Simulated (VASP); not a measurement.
Write the native input for VASP 6.6.1 that does the following.

```
Task                   : relaxation of volume and atoms at fixed shape
Functional             : PBEsol
Potentials or basis    : VASP PAW PBE potentials, release 64 (Tc_pv)
Cutoff                 : 600 eV
k mesh                 : 5 × 5 × 5
Occupations            : fermi-dirac, width 0.05 eV
Spin                   : no spin polarisation
Dipole correction      : no
Further INCAR settings : ALGO = Normal; EDIFF = 1e-07; IBRION = 2; EDIFFG = -0.02; NSW = 60; ISIF = 8
```

The structure of Tc lies in POSCAR:

```
Tc
1.0
    3.8500000000      0.0000000000      0.0000000000
    0.0000000000      3.8500000000      0.0000000000
    0.0000000000      0.0000000000      3.8500000000
Tc
4
Direct
    0.0000000000      0.0000000000      0.0000000000
    0.0000000000      0.5000000000      0.5000000000
    0.5000000000      0.0000000000      0.5000000000
    0.5000000000      0.5000000000      0.0000000000
```

The input as run:

INCAR

```
SYSTEM = Tc
  ALGO = Normal
  EDIFF = 1E-7
  EDIFFG = -0.02
  ENCUT = 600
  GGA = PS
  IBRION = 2
  ISIF = 8
  ISMEAR = -1
  LASPH = .True.
  LCHARG = .False.
  LREAL = .False.
  LWAVE = .False.
  NELM = 60
  NSW = 60
  PREC = Accurate
  SIGMA = 0.05
```

KPOINTS

```
k-points
0
Gamma
  5 5 5
  0 0 0
```

Potentials or basis: VASP PAW PBE potentials, release 64 (Tc_pv).

The run is started by

```console
$ cat potpaw_PBE.64/Tc_pv/POTCAR > POTCAR
$ mpirun -np 1 vasp_std > vasp.out
```

It gave:

```yaml
Relaxed_volume: 14.08 Å³/atom
Relaxed_cell: a = 3.833 Å, b = 3.833 Å, c = 3.833 Å, α = 90.00°, β = 90.00°, γ = 90.00°
Space_group_after_relaxing_to_0.05_Å: Fm-3m (No. 225)
Energy_gained_by_relaxing: 2.5 meV/atom
Ionic_steps: 3
Pressure_after_relaxing: -0.1 GPa
Band_gap_on_the_k_mesh: zero (band 26 reaches 15.90 eV, above the bottom of band 27 at 12.12 eV)
```

Caveat: the PAW data sets were made with another functional, which shifts forces and pressure a little.

It took 35 s on 1 thread of Intel(R) Xeon(R) Platinum 8559C (Emerald Rapids), on a shared host, peak memory 0.18 GiB.
